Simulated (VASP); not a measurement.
# NaP2 (Fm-3m) in VASP: relaxation of cell and atoms with PBE

Aim: the relaxation of cell and atoms of NaP2 with PBE.

Program: VASP 6.6.1. These are calculated values, not measurements. Logs are shortened: lines on timing, memory, paths and dates and some standing lists are left out, and cuts for length are marked.

## Step 1: The cell of the first run

The structure is cubic, space group Fm-3m (No. 225). Conventional cell: a = 6.153 Å, b = 6.153 Å, c = 6.153 Å, α = 90.00°, β = 90.00°, γ = 90.00°. Within 3.5 Å of Na (site symmetry m-3m) lie 8 P at 2.66 Å. Within 3.5 Å of P (site symmetry -43m) lie 4 Na at 2.66 Å and 6 P at 3.08 Å.

## Step 2: Relaxation of cell and atoms, PBE

The input, INCAR:

```
SYSTEM = NaP2
PREC = Accurate
ENCUT = 600
EDIFF = 1E-6
ISMEAR = 0
SIGMA = 0.1
LREAL = .False.
LASPH = .True.
NELM = 100
ALGO = Normal
ISIF = 3
LWAVE = .False.
LCHARG = .False.
GGA = PE
IBRION = 2
NSW = 100
EDIFFG = -0.01
```

The input, KPOINTS:

```
regular mesh
0
Gamma
  14 14 14
  0 0 0
```

The input, POSCAR:

```
NaP2
1.0
    0.0000000000      3.0764024635      3.0764024635
    3.0764024635      0.0000000000      3.0764024635
    3.0764024635      3.0764024635      0.0000000000
Na P
1 2
Direct
    0.0000000000      0.0000000000      0.0000000000
    0.7500000000      0.7500000000      0.7500000000
    0.2500000000      0.2500000000      0.2500000000
```

Potentials or basis: VASP PAW PBE potentials, release 64 (Na_pv, P).

On the command line:

```console
> cat potpaw_PBE.64/Na_pv/POTCAR potpaw_PBE.64/P/POTCAR > POTCAR
> mpirun -np 1 vasp_std > vasp.out
```

OUTCAR:

```text
SYSTEM = NaP2
   PREC = Accurate
   ENCUT = 600
   EDIFF = 1E-6
   ISMEAR = 0
   LREAL = .False.
   LASPH = .True.
   NELM = 100
   ISIF = 3
   GGA = PE
   IBRION = 2
   NSW = 100
   EDIFFG = -0.01

 ion  position               nearest neighbor table
   1  0.000  0.000  0.000-   2 2.66   3 2.66   2 2.66   2 2.66   2 2.66   3 2.66   3 2.66   3 2.66

   2  0.750  0.750  0.750-   1 2.66   1 2.66   1 2.66   1 2.66
   3  0.250  0.250  0.250-   1 2.66   1 2.66   1 2.66   1 2.66

  LATTYP: Found a face centered cubic cell.
 ALAT       =     6.1528049270

  Lattice vectors:

 A1 = (   0.0000000000,   3.0764024635,   3.0764024635)
 A2 = (   3.0764024635,   0.0000000000,   3.0764024635)
 A3 = (   3.0764024635,   3.0764024635,   0.0000000000)

Analysis of symmetry for initial positions (statically):
=====================================================================
 Subroutine PRICEL returns:
 Original cell was already a primitive cell.

 Routine SETGRP: Setting up the symmetry group for a
 face centered cubic supercell.

 Subroutine GETGRP returns: Found 48 space group operations
 (whereof 48 operations were pure point group operations)
 out of a pool of 48 trial point group operations.

The static configuration has the point symmetry O_h .

Analysis of symmetry for dynamics (positions and initial velocities):
=====================================================================
 Subroutine PRICEL returns:
 Original cell was already a primitive cell.

 Routine SETGRP: Setting up the symmetry group for a
 face centered cubic supercell.

 Subroutine GETGRP returns: Found 48 space group operations
 (whereof 48 operations were pure point group operations)
 out of a pool of 48 trial point group operations.

The dynamic configuration has the point symmetry O_h .

 Subroutine INISYM returns: Found 48 space group operations
 (whereof 48 operations are pure point group operations),
 and found     1 'primitive' translations

----------------------------------------------------------------------------------------

                                     Primitive cell

  volume of cell :      58.2317

  direct lattice vectors                    reciprocal lattice vectors
     0.000000000  3.076402464  3.076402464    -0.162527500  0.162527500  0.162527500
     3.076402464  0.000000000  3.076402464     0.162527500 -0.162527500  0.162527500
     3.076402464  3.076402464  0.000000000     0.162527500  0.162527500 -0.162527500

  length of vectors
     4.350690087  4.350690087  4.350690087     0.281505887  0.281505887  0.281505887

  position of ions in fractional coordinates (direct lattice)
     0.000000000  0.000000000  0.000000000
     0.750000000  0.750000000  0.750000000
     0.250000000  0.250000000  0.250000000

  ion indices of the primitive-cell ions
   primitive index   ion index
                 1           1
                 2           2
                 3           3

----------------------------------------------------------------------------------------

 KPOINTS: regular mesh

Automatic generation of k-mesh.
 Grid dimensions read from file:
 generate k-points for:   14   14   14

 Generating k-lattice:

  Cartesian coordinates                     Fractional coordinates (reciprocal lattice)
    -0.011609107  0.011609107  0.011609107     0.071428571  0.000000000  0.000000000
     0.011609107 -0.011609107  0.011609107     0.000000000  0.071428571  0.000000000
     0.011609107  0.011609107 -0.011609107     0.000000000  0.000000000  0.071428571

  Length of vectors
     0.020107563  0.020107563  0.020107563

  Shift w.r.t. Gamma in fractional coordinates (k-lattice)
     0.000000000  0.000000000  0.000000000

 Subroutine IBZKPT returns following result:
 ===========================================

 Found    104 irreducible k-points:

 Following reciprocal coordinates:
            Coordinates               Weight
  0.000000  0.000000  0.000000      1.000000
  0.071429  0.000000  0.000000      8.000000
  0.142857  0.000000  0.000000      8.000000
  0.214286  0.000000  0.000000      8.000000
  0.285714  0.000000  0.000000      8.000000
  0.357143  0.000000  0.000000      8.000000
[... 16 lines left out ...]
  0.214286  0.142857  0.000000     24.000000
  0.285714  0.142857  0.000000     24.000000
 [... further k-points ...]
   k-points           NKPTS =    104   k-points in BZ     NKDIM =    104   number of bands    NBANDS=     12
   number of dos      NEDOS =    301   number of ions     NIONS =      3
   total plane-waves  NPLWV =  46656
   dimension x,y,z NGX =    36 NGY =   36 NGZ =   36
   dimension x,y,z NGXF=    72 NGYF=   72 NGZF=   72
   ions per type =               1   2
   NGX,Y,Z   is equivalent  to a cutoff of  13.76, 13.76, 13.76 a.u.
   NGXF,Y,Z  is equivalent  to a cutoff of  27.51, 27.51, 27.51 a.u.
 SYSTEM =  NaP2
   PREC   = accura    normal or accurate (medium, high low for compatibility)
   ISTART =      0    job   : 0-new  1-cont  2-samecut
   ICHARG =      2    charge: 1-file 2-atom 10-const
   ISPIN  =      1    spin polarized calculation?
   LNONCOLLINEAR =      F non collinear calculations
   LSORBIT =      F    spin-orbit coupling
   LASPH  =      T    aspherical Exc in radial PAW
   ENCUT  =  600.0 eV  44.10 Ry    6.64 a.u.   8.69  8.69  8.69*2*pi/ulx,y,z
   NELM   =    100;   NELMIN=  2; NELMDL= -5     # of ELM steps
   EDIFF  = 0.1E-05   stopping-criterion for ELM
   LREAL  =      F    real-space projection
   EDIFFG = -.1E-01   stopping-criterion for IOM
   NSW    =    100    number of steps for IOM
   IBRION =      2    ionic relax: 0-MD 1-quasi-New 2-CG
   NFREE  =      1    steps in history (QN), initial steepest desc. (CG)
   ISIF   =      3    stress and relaxation
   ISYM   =      2    0-nonsym 1-usesym 2-fastsym
   POTIM  = 0.5000    time-step for ionic-motion
   TEBEG  =    0.0;   TEEND  =   0.0 temperature during run
   PSTRESS=    0.0 pullay stress
   NELECT =      17.0000    total number of electrons
   NUPDOWN=      -1.0000    fix difference up-down
   EMIN   =  10.00;   EMAX   =-10.00  energy-range for DOS
   EFERMI =   0.00;   METHOD = LEGACY
   ISMEAR =     0;   SIGMA  =   0.10  broadening in eV -4-tet -1-fermi 0-gaus
   EFERMI_NEDOS =   21; number of points for ismear=-14 and -15
   IALGO  =     38    algorithm
   IMIX   =      4    mixing-type and parameters
     AMIX     =   0.40;   BMIX     =  1.00
     AMIX_MAG =   1.60;   BMIX_MAG =  1.00
  volume/ion in A,a.u.               =      19.41       130.99
  Fermi-wavevector in a.u.,A,eV,Ry     =   1.086020  2.052281 16.047260  1.179440
  Thomas-Fermi vector in A             =   2.222148
   LORBIT       =      0    0 simple, 1 ext, 2 COOP (PROOUT), +10 PAW based schemes
   GGA     = PE    functional components
   LHFCALC =     F    Hartree Fock is set to
   AEXX    =    0.0000 exact exchange contribution
   IVDW    =     0    specifies the selected vdW correction
   LEPSILON=     F    determine dielectric tensor
   LRPA    =     F    only Hartree local field effects (RPA)
 conjugate gradient relaxation of ions
 non-spin polarized calculation
 Gauss-broadening in eV      SIGMA  =   0.10
  energy-cutoff  :      600.00
  volume of cell :       58.23
 maximum number of plane-waves:      1964
   NGX = 17   NGY = 17   NGZ = 17

--------------------------------------- Ionic step        1  -------------------------------------------

 number of electron      16.9999991 magnetization

 Free energy of the ion-electron system (eV)
  ---------------------------------------------------
  ext. energy  EPLUGINS =         0.00000000
  ---------------------------------------------------
  free energy    TOTEN  =       -10.08371077 eV

  energy without entropy =      -10.07586495  energy(sigma->0) =      -10.07978786

------------------------ aborting loop because EDIFF is reached ----------------------------------------

  FORCE on cell =-STRESS in cart. coord.  units (eV):
  Direction    XX          YY          ZZ          XY          YZ          ZX
  --------------------------------------------------------------------------------------
  -------------------------------------------------------------------------------------
  Total        0.2260079      0.2260079      0.2260079     -0.0000000      0.0000000     -0.0000000
  in kB        6.2183434      6.2183434      6.2183434     -0.0000000      0.0000000     -0.0000000
  external PRESSURE =       6.2183434 kB  Pullay stress =       0.0000000 kB
[... 59 lines left out ...]
  energy  without entropy=      -10.0772420062  energy(sigma->0) =      -10.08118693

--------------------------------------- Ionic step        3  -------------------------------------------

 number of electron      16.9999992 magnetization

 Free energy of the ion-electron system (eV)
  ---------------------------------------------------
  ext. energy  EPLUGINS =         0.00000000
  ---------------------------------------------------
  free energy    TOTEN  =       -10.08516890 eV

  energy without entropy =      -10.07726970  energy(sigma->0) =      -10.08121930

 E-fermi :   3.8218     XC(G=0):  -9.4208

 val. band max:        3.8049264984   @ k =   0.4286   0.1429   0.0714
 cond. band min:       3.8342729042   @ k =   0.4286   0.1429   0.0714
 fundamental gap:      0.0293464058
 Fermi energy:         3.8217680278

 k-point     1 :       0.0000    0.0000    0.0000
  band No.  band energies     occupation
      1     -19.0649      2.00000
      2     -19.0649      2.00000
      3     -19.0649      2.00000
      4      -7.8178      2.00000
      5      -2.9311      2.00000
      6       1.9769      2.00000
      7       1.9769      2.00000
      8       1.9769      2.00000
      9       5.6308      0.00000
     10       5.6308      0.00000
     11       5.6308      0.00000
     12       9.2469      0.00000
[... 331 lines left out ...]
 k-point    24 :       0.2857    0.1429    0.0000
  band No.  band energies     occupation
      1     -19.0762      2.00000
      2     -19.0676      2.00000
      3     -19.0676      2.00000
      4      -7.1696      2.00000
      5      -3.9835      2.00000
      6       1.6027      2.00000
      7       1.6355      2.00000
      8       2.6197      2.00000
      9       3.6991      1.91718
     10       5.3820      0.00000
     11       5.4578      0.00000
     12       8.7552      0.00000

 [... further k-points ...]

------------------------ aborting loop because EDIFF is reached ----------------------------------------

  FORCE on cell =-STRESS in cart. coord.  units (eV):
  Direction    XX          YY          ZZ          XY          YZ          ZX
  --------------------------------------------------------------------------------------
  -------------------------------------------------------------------------------------
  Total        0.0025383      0.0025383      0.0025383     -0.0000000     -0.0000000      0.0000000
  in kB        0.0689473      0.0689473      0.0689473     -0.0000000     -0.0000000      0.0000000
  external PRESSURE =       0.0689473 kB  Pullay stress =       0.0000000 kB
[... 18 lines left out ...]
  FREE ENERGIE OF THE ION-ELECTRON SYSTEM (eV)
  ---------------------------------------------------
  free  energy   TOTEN  =       -10.0851688986 eV

  energy  without entropy=      -10.0772697004  energy(sigma->0) =      -10.08121930

 reached required accuracy - stopping structural energy minimisation
```

Run time: 49 s. Hardware: 1 thread of Intel Xeon 6975P-C (Granite Rapids), shared host; peak memory 0.25 GiB.

What came out:

| Quantity | Value |
| --- | --- |
| Free energy | -10.0852 eV |
| Relaxed volume | 19.66 Å³/atom |
| Relaxed cell | a = 4.369 Å, b = 4.369 Å, c = 4.369 Å, α = 60.00°, β = 60.00°, γ = 60.00° |
| Space group after relaxing (to 0.1 Å) | Fm-3m (No. 225) |
| Energy gained by relaxing | 0.5 meV/atom |
| Ionic steps | 3 |
| Pressure after relaxing | 0.0 GPa |
| Band gap on the k mesh | zero (an odd number of electrons rules out a gap without spin polarisation) |

Step by step:
| step | energy change (eV) | largest force (eV/Å) | pressure (GPa) | volume (Å³) |
| --- | --- | --- | --- | --- |
| 1 | 0.0000 | 0.0000 | 0.62 | 58.23 |
| 2 | -0.0014 | 0.0000 | 0.09 | 58.87 |
| 3 | -0.0015 | 0.0000 | 0.01 | 58.98 |

Final structure:
```
Na P
1.0
     0.00000    3.08960    3.08960
     3.08960    0.00000    3.08960
     3.08960    3.08960    0.00000
Na P
1 2
Direct
  0.00000 0.00000 0.00000
  0.75000 0.75000 0.75000
  0.25000 0.25000 0.25000
```
